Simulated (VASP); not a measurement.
The system is AgI.

```xyz
4
Lattice="4.5900 0.0000 0.0000 -2.2950 3.9751 0.0000 0.0000 0.0000 7.5200" Properties=species:S:1:pos:R:3 pbc="T T T"
Ag    2.2950    1.3250    4.7376
Ag    0.0000    2.6500    0.9776
I     2.2950    1.3250    0.0000
I     0.0000    2.6500    3.7600
```

```yaml
Program: VASP 6.6.1
Task: relaxation of cell and atoms
Functional: PBEsol
Potentials_or_basis: VASP PAW PBE potentials, release 64 (Ag, I)
Cutoff: 500 eV
k_mesh: 8 × 8 × 4
Occupations: fermi-dirac, width 0.1 eV
Spin: no spin polarisation
```

At the start: pressure -0.7 GPa; volume 34.30 Å³/atom.

How do energy, volume and symmetry change on relaxing?

Over 11 steps the energy falls by 2.6 meV/atom and the volume is 33.51 Å³/atom (-2.3 %); space group P6_3mc (No. 186, to 0.1 Å) before and after.

The path:
```
step  energy change (eV)  largest force (eV/Å)  pressure (GPa)  volume (Å³)
   1              0.0000                0.0790           -0.75       137.21
   2             -0.0094                0.0393           -0.02       134.05
   3             -0.0094                0.0355            0.06       133.78
   4             -0.0094                0.0365            0.05       133.85
   5             -0.0097                0.0196            0.01       133.97
   6             -0.0097                0.0097           -0.01       134.03
   7             -0.0098                0.0084           -0.01       134.03
   8             -0.0101                0.0045            0.00       134.00
   9             -0.0103                0.0027            0.02       133.94
  10             -0.0102                0.0045           -0.05       134.20
  11             -0.0103                0.0001            0.00       134.03
```

Final structure:
```
Ag I
1.0
     4.55775    0.00000    0.00000
    -2.27888    3.94713    0.00000
     0.00000    0.00000    7.45041
Ag I
2 2
Cartesian
  2.2789 1.3157 4.6752
  0.0000 2.6314 0.9500
  2.2789 1.3157 0.0185
  0.0000 2.6314 3.7437
```

Caveat: the PAW data sets were made with another functional, which shifts forces and pressure a little.
